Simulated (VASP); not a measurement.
# CoO (I4/mmm) in VASP: notebook

Runs on CoO. Level: PBE. Tasks: single point.

Program: VASP 6.6.1. These are calculated values, not measurements. Logs are shortened: lines on timing, memory, paths and dates and some standing lists are left out, and cuts for length are marked.

### Step 1. The cell of the first run

It takes space group I4/mmm (No. 139, tetragonal). The conventional cell has a = 2.954 Å, b = 2.954 Å, c = 4.128 Å, α = 90.00°, β = 90.00°, γ = 90.00°. Co (site symmetry 4/mmm) has 6 O at 2.06 to 2.09 Å within 2.7 Å. Within 2.7 Å of O (site symmetry 4/mmm) lie 6 Co at 2.06 to 2.09 Å.

### Step 2. Single point, PBE, collinear spin, ferromagnetic start

Input file INCAR:

```
SYSTEM = CoO
ALGO = Normal
EDIFF = 1E-6
ENCUT = 520
GGA = PE
ISIF = 2
ISMEAR = 0
ISPIN = 2
LASPH = .True.
LCHARG = .False.
LMAXMIX = 4
LORBIT = 11
LREAL = .False.
LWAVE = .False.
MAGMOM = 2.5 0.33
NBANDS = 18
NELM = 150
PREC = Accurate
SIGMA = 0.05
```

Input file KPOINTS:

```
k-points
0
Gamma
  14 14 14
  0 0 0
```

Input file POSCAR:

```
CoO
1.0
   -1.4772158519      1.4772158519      2.0642304156
    1.4772158519     -1.4772158519      2.0642304156
    1.4772158519      1.4772158519     -2.0642304156
Co O
1 1
Direct
    0.0000000000      0.0000000000      0.0000000000
    0.5000000000      0.5000000000      0.0000000000
```

Potentials or basis: VASP PAW PBE potentials, release 64 (Co, O).

Run with:

```sh
$ cat potpaw_PBE.64/Co/POTCAR potpaw_PBE.64/O/POTCAR > POTCAR
$ mpirun -np 1 vasp_std > vasp.out
```

OUTCAR:

```text
SYSTEM = CoO
   EDIFF = 1E-6
   ENCUT = 520
   GGA = PE
   ISIF = 2
   ISMEAR = 0
   ISPIN = 2
   LASPH = .True.
   LORBIT = 11
   LREAL = .False.
   NELM = 150
   PREC = Accurate

 ion  position               nearest neighbor table
   1  0.000  0.000  0.000-   2 2.06   2 2.06   2 2.09   2 2.09   2 2.09   2 2.09
   2  0.500  0.500  0.000-   1 2.06   1 2.06   1 2.09   1 2.09   1 2.09   1 2.09

  LATTYP: Found a body centered tetragonal cell.
 ALAT       =     2.9544317038
 C/A-ratio  =     1.3973790039

  Lattice vectors:

 A1 = (  -1.4772158519,   1.4772158519,   2.0642304156)
 A2 = (   1.4772158519,  -1.4772158519,   2.0642304156)
 A3 = (   1.4772158519,   1.4772158519,  -2.0642304156)

Analysis of symmetry for initial positions (statically):
=====================================================================
 Subroutine PRICEL returns:
 Original cell was already a primitive cell.

 Routine SETGRP: Setting up the symmetry group for a
 body centered tetragonal supercell.

 Subroutine GETGRP returns: Found 16 space group operations
 (whereof 16 operations were pure point group operations)
 out of a pool of 16 trial point group operations.

The static configuration has the point symmetry D_4h.

Analysis of symmetry for dynamics (positions and initial velocities):
=====================================================================
 Subroutine PRICEL returns:
 Original cell was already a primitive cell.

 Routine SETGRP: Setting up the symmetry group for a
 body centered tetragonal supercell.

 Subroutine GETGRP returns: Found 16 space group operations
 (whereof 16 operations were pure point group operations)
 out of a pool of 16 trial point group operations.

The dynamic configuration has the point symmetry D_4h.

Analysis of structural, dynamic, and magnetic symmetry:
=====================================================================
 Subroutine PRICEL returns:
 Original cell was already a primitive cell.

 Routine SETGRP: Setting up the symmetry group for a
 body centered tetragonal supercell.

 Subroutine GETGRP returns: Found 16 space group operations
 (whereof 16 operations were pure point group operations)
 out of a pool of 16 trial point group operations.

The overall configuration has the point symmetry D_4h.

 Subroutine INISYM returns: Found 16 space group operations
 (whereof 16 operations are pure point group operations),
 and found     1 'primitive' translations

----------------------------------------------------------------------------------------

                                     Primitive cell

  volume of cell :      18.0180

  direct lattice vectors                    reciprocal lattice vectors
    -1.477215852  1.477215852  2.064230416     0.000000000  0.338474570  0.242221022
     1.477215852 -1.477215852  2.064230416     0.338474570  0.000000000  0.242221022
     1.477215852  1.477215852 -2.064230416     0.338474570  0.338474570  0.000000000

  length of vectors
     2.936899820  2.936899820  2.936899820     0.416216359  0.416216359  0.478675327

  position of ions in fractional coordinates (direct lattice)
     0.000000000  0.000000000  0.000000000
     0.500000000  0.500000000  0.000000000

  ion indices of the primitive-cell ions
   primitive index   ion index
                 1           1
                 2           2

----------------------------------------------------------------------------------------

 KPOINTS: k-points

Automatic generation of k-mesh.
 Grid dimensions read from file:
 generate k-points for:   14   14   14

 Generating k-lattice:

  Cartesian coordinates                     Fractional coordinates (reciprocal lattice)
     0.000000000  0.024176755  0.017301502     0.071428571  0.000000000  0.000000000
     0.024176755  0.000000000  0.017301502     0.000000000  0.071428571  0.000000000
     0.024176755  0.024176755  0.000000000     0.000000000  0.000000000  0.071428571

  Length of vectors
     0.029729740  0.029729740  0.034191095

  Shift w.r.t. Gamma in fractional coordinates (k-lattice)
     0.000000000  0.000000000  0.000000000

 Subroutine IBZKPT returns following result:
 ===========================================

 Found    244 irreducible k-points:

 Following reciprocal coordinates:
            Coordinates               Weight
  0.000000  0.000000  0.000000      1.000000
  0.071429  0.000000  0.000000      8.000000
  0.142857 -0.000000  0.000000      8.000000
  0.214286  0.000000 -0.000000      8.000000
  0.285714  0.000000  0.000000      8.000000
  0.357143  0.000000  0.000000      8.000000
[... 16 lines left out ...]
  0.214286  0.142857  0.000000     16.000000
  0.285714  0.142857 -0.000000     16.000000
 [... further k-points ...]
   k-points           NKPTS =    244   k-points in BZ     NKDIM =    244   number of bands    NBANDS=     18
   number of dos      NEDOS =    301   number of ions     NIONS =      2
   total plane-waves  NPLWV =  13824
   dimension x,y,z NGX =    24 NGY =   24 NGZ =   24
   dimension x,y,z NGXF=    48 NGYF=   48 NGZF=   48
   ions per type =               1   1
   NGX,Y,Z   is equivalent  to a cutoff of  13.59, 13.59, 13.59 a.u.
   NGXF,Y,Z  is equivalent  to a cutoff of  27.17, 27.17, 27.17 a.u.
 SYSTEM =  CoO
   PREC   = accura    normal or accurate (medium, high low for compatibility)
   ISTART =      0    job   : 0-new  1-cont  2-samecut
   ICHARG =      2    charge: 1-file 2-atom 10-const
   ISPIN  =      2    spin polarized calculation?
   LNONCOLLINEAR =      F non collinear calculations
   LSORBIT =      F    spin-orbit coupling
   LASPH  =      T    aspherical Exc in radial PAW
   ENCUT  =  520.0 eV  38.22 Ry    6.18 a.u.   5.46  5.46  5.46*2*pi/ulx,y,z
   NELM   =    150;   NELMIN=  2; NELMDL= -5     # of ELM steps
   EDIFF  = 0.1E-05   stopping-criterion for ELM
   LREAL  =      F    real-space projection
   EDIFFG = 0.1E-04   stopping-criterion for IOM
   NSW    =      0    number of steps for IOM
   IBRION =     -1    ionic relax: 0-MD 1-quasi-New 2-CG
   NFREE  =      0    steps in history (QN), initial steepest desc. (CG)
   ISIF   =      2    stress and relaxation
   ISYM   =      2    0-nonsym 1-usesym 2-fastsym
   POTIM  = 0.5000    time-step for ionic-motion
   TEBEG  =    0.0;   TEEND  =   0.0 temperature during run
   PSTRESS=    0.0 pullay stress
   NELECT =      15.0000    total number of electrons
   NUPDOWN=      -1.0000    fix difference up-down
   EMIN   =  10.00;   EMAX   =-10.00  energy-range for DOS
   EFERMI =   0.00;   METHOD = LEGACY
   ISMEAR =     0;   SIGMA  =   0.05  broadening in eV -4-tet -1-fermi 0-gaus
   EFERMI_NEDOS =   21; number of points for ismear=-14 and -15
   IALGO  =     38    algorithm
   IMIX   =      4    mixing-type and parameters
     AMIX     =   0.40;   BMIX     =  1.00
     AMIX_MAG =   1.60;   BMIX_MAG =  1.00
  volume/ion in A,a.u.               =       9.01        60.80
  Fermi-wavevector in a.u.,A,eV,Ry     =   1.540056  2.910284 32.269930  2.371773
  Thomas-Fermi vector in A             =   2.646197
   LORBIT       =     11    0 simple, 1 ext, 2 COOP (PROOUT), +10 PAW based schemes
   GGA     = PE    functional components
   LHFCALC =     F    Hartree Fock is set to
   AEXX    =    0.0000 exact exchange contribution
   IVDW    =     0    specifies the selected vdW correction
   LEPSILON=     F    determine dielectric tensor
   LRPA    =     F    only Hartree local field effects (RPA)
 spin polarized calculation
 Gauss-broadening in eV      SIGMA  =   0.05
  energy-cutoff  :      520.00
  volume of cell :       18.02
 maximum number of plane-waves:       531
 NGX is ok and might be reduce to    24
   NGX = 11   NGY = 11   NGZ = 11

 number of electron      14.9999998 magnetization       2.6200057

 Free energy of the ion-electron system (eV)
  ---------------------------------------------------
  ext. energy  EPLUGINS =         0.00000000
  ---------------------------------------------------
  free energy    TOTEN  =       -13.01510016 eV

  energy without entropy =      -13.00992818  energy(sigma->0) =      -13.01251417

 E-fermi :   8.9374     XC(G=0): -12.8160

 val. band max:        8.9360959470   @ k =  -0.3571   0.2143   0.0000
 cond. band min:       8.9388722363   @ k =  -0.2857   0.2857   0.0714
 fundamental gap:      0.0027762893
 Fermi energy:         8.9374109206

 spin component 1

 k-point     1 :       0.0000    0.0000    0.0000
  band No.  band energies     occupation
      1     -11.9551      1.00000
      2       5.4451      1.00000
      3       5.4809      1.00000
      4       5.4809      1.00000
      5       5.7497      1.00000
      6       5.7518      1.00000
[... 10 lines left out ...]
     17      32.0157      0.00000
     18      34.5447      0.00000
[... 463 lines left out ...]
 k-point    24 :       0.2857    0.1429   -0.0000
  band No.  band energies     occupation
      1     -10.8436      1.00000
      2       1.1767      1.00000
      3       2.7269      1.00000
      4       3.0589      1.00000
      5       6.4631      1.00000
      6       6.4959      1.00000
[... 10 lines left out ...]
     17      37.8052      0.00000
     18      38.8900      0.00000

 [... further k-points ...]

 spin component 2

 k-point     1 :       0.0000    0.0000    0.0000
  band No.  band energies     occupation
      1     -11.5532      1.00000
      2       5.8792      1.00000
      3       5.9382      1.00000
      4       5.9382      1.00000
      5       7.6387      1.00000
      6       7.6388      1.00000
[... 10 lines left out ...]
     17      32.9198      0.00000
     18      35.3581      0.00000
[... 463 lines left out ...]
 k-point    24 :       0.2857    0.1429   -0.0000
  band No.  band energies     occupation
      1     -10.4170      1.00000
      2       1.7338      1.00000
      3       3.8797      1.00000
      4       3.9515      1.00000
      5       8.3364      1.00000
      6       8.6122      1.00000
[... 10 lines left out ...]
     17      38.2592      0.00000
     18      39.4124      0.00000

 [... further k-points ...]

------------------------ aborting loop because EDIFF is reached ----------------------------------------

  FORCE on cell =-STRESS in cart. coord.  units (eV):
  Direction    XX          YY          ZZ          XY          YZ          ZX
  --------------------------------------------------------------------------------------
  -------------------------------------------------------------------------------------
  Total        1.0776165      1.0776165      1.1571616      0.0000000      0.0000000     -0.0000000
  in kB       95.8227685     95.8227685    102.8960043      0.0000000      0.0000000     -0.0000000
  external PRESSURE =      98.1805138 kB  Pullay stress =       0.0000000 kB

 VOLUME and BASIS-vectors are now :
 -----------------------------------------------------------------------------
  energy-cutoff  :      520.00
  volume of cell :       18.02
      direct lattice vectors                 reciprocal lattice vectors
    -1.477215852  1.477215852  2.064230416     0.000000000  0.338474570  0.242221022
     1.477215852 -1.477215852  2.064230416     0.338474570  0.000000000  0.242221022
     1.477215852  1.477215852 -2.064230416     0.338474570  0.338474570  0.000000000

 POSITION                                       TOTAL-FORCE (eV/Angst)
 -----------------------------------------------------------------------------------
      0.00000      0.00000      0.00000         0.000000     -0.000000      0.000000
      0.00000      0.00000      2.06423        -0.000000      0.000000      0.000000
 -----------------------------------------------------------------------------------
    total drift:                               -0.000000      0.000000     -0.000000

  FREE ENERGIE OF THE ION-ELECTRON SYSTEM (eV)
  ---------------------------------------------------
  free  energy   TOTEN  =       -13.0151001582 eV

  energy  without entropy=      -13.0099281814  energy(sigma->0) =      -13.01251417

 total charge

# of ion       s       p       d       tot
------------------------------------------
    1        0.313   0.403   7.218   7.934
    2        1.558   3.448   0.000   5.007
--------------------------------------------------
tot          1.871   3.851   7.218  12.940

 magnetization (x)

# of ion       s       p       d       tot
------------------------------------------
    1        0.022   0.019   2.306   2.347
    2        0.030   0.202   0.000   0.232
--------------------------------------------------
tot          0.051   0.221   2.306   2.578
```

Wall time 4.2 min (1 thread of Intel Xeon 8259CL, shared host); peak memory 0.25 GiB.

Results:

- Free energy: -13.0151 eV
- Pressure: 9.8 GPa
- Net moment: 2.62 μB per cell
- Site moments: Co +2.35; O +0.23 μB
- Valence electrons inside the program's atomic spheres: Co 7.93; O 5.01

Stress tensor (GPa, compression positive):
```
 9.58  0.00  0.00
 0.00  9.58  0.00
 0.00  0.00 10.29
```

Caveat: the cell stands under pressure; a cell with one magnetic atom can't hold antiferromagnetic order, which such compounds often take; semilocal functionals often make such compounds metallic where correlation or magnetic order opens a gap, which also shifts bond lengths. With open d or f shells a metallic result of PBE can be an artefact of self-interaction; +U or a hybrid may open a gap.

### Step 3. Single point, PBE, collinear spin, ferromagnetic start

This run uses another cell than the first one, of 9.58 Å³/atom.

Input file INCAR:

```
SYSTEM = CoO
ALGO = Normal ; EDIFF = 1E-7
ENCUT = 520 ; GGA = PE
ISIF = 2 ; ISMEAR = 0
ISPIN = 2 ; LASPH = .True.
LCHARG = .False. ; LMAXMIX = 4
LORBIT = 11 ; LREAL = .False.
LWAVE = .False. ; MAGMOM = 3 0
NBANDS = 18 ; NELM = 150
PREC = Accurate ; SIGMA = 0.05
```

KPOINTS is that of step 2.

Input file POSCAR:

```
CoO
1.0
   -1.5080000000      1.5080000000      2.1072475377
    1.5080000000     -1.5080000000      2.1072475377
    1.5080000000      1.5080000000     -2.1072475377
Co O
1 1
Direct
    0.0000000000      0.0000000000      0.0000000000
    0.5000000000      0.5000000000      0.0000000000
```

Potentials or basis: VASP PAW PBE potentials, release 64 (Co, O).

Run with:

```sh
$ cat potpaw_PBE.64/Co/POTCAR potpaw_PBE.64/O/POTCAR > POTCAR
$ mpirun -np 1 vasp_std > vasp.out
```

Wall time 5.5 min (1 thread of Intel Xeon 8259CL, shared host); peak memory 0.26 GiB.

It converged, with:

```yaml
Free_energy: -13.0487 eV
Pressure: -0.5 GPa
Net_moment: 2.92 μB per cell
Site_moments: Co +2.56; O +0.30 μB
Valence_electrons_inside_the_program's_atomic_spheres: Co 7.81; O 4.98
```

Stress tensor (GPa, compression positive):
```
-0.53  0.00  0.00
 0.00 -0.53  0.00
 0.00  0.00 -0.45
```

Levels at points of the mesh, in eV from the Fermi level:
Spin up:
| k point | band 7 | band 8 | band 9 | band 10 | band 11 | band 12 |
| --- | --- | --- | --- | --- | --- | --- |
| (0.00, 0.00, 0.00) | -3.14 | -3.14 | -3.00 | 1.04 | 16.89 | 18.18 |
| (0.50, 0.00, 0.00) | -1.80 | 0.08 | 0.16 | 5.09 | 9.42 | 13.36 |
| (0.50, 0.50, 0.00) | -2.41 | -2.10 | -2.02 | 5.92 | 9.82 | 11.76 |
| (0.50, 0.50, 0.50) | -2.42 | -2.11 | -2.11 | 5.93 | 9.98 | 11.64 |
Spin down:
| k point | band 3 | band 4 | band 5 | band 6 | band 7 | band 8 | band 9 | band 10 |
| --- | --- | --- | --- | --- | --- | --- | --- | --- |
| (0.00, 0.00, 0.00) | -2.56 | -2.56 | -1.13 | -1.13 | -1.09 | 0.02 | 0.07 | 1.59 |
| (0.50, 0.00, 0.00) | -4.69 | -4.65 | -0.15 | -0.11 | 0.18 | 2.70 | 2.74 | 5.37 |
| (0.50, 0.50, 0.00) | -3.88 | -3.78 | -2.25 | 0.10 | 0.14 | 0.50 | 1.01 | 6.77 |
| (0.50, 0.50, 0.50) | -3.86 | -3.86 | -2.26 | 0.13 | 0.13 | 0.57 | 0.97 | 6.78 |

Caveat: a cell with one magnetic atom can't hold antiferromagnetic order, which such compounds often take; semilocal functionals often make such compounds metallic where correlation or magnetic order opens a gap, which also shifts bond lengths. With open d or f shells a metallic result of PBE can be an artefact of self-interaction; +U or a hybrid may open a gap.
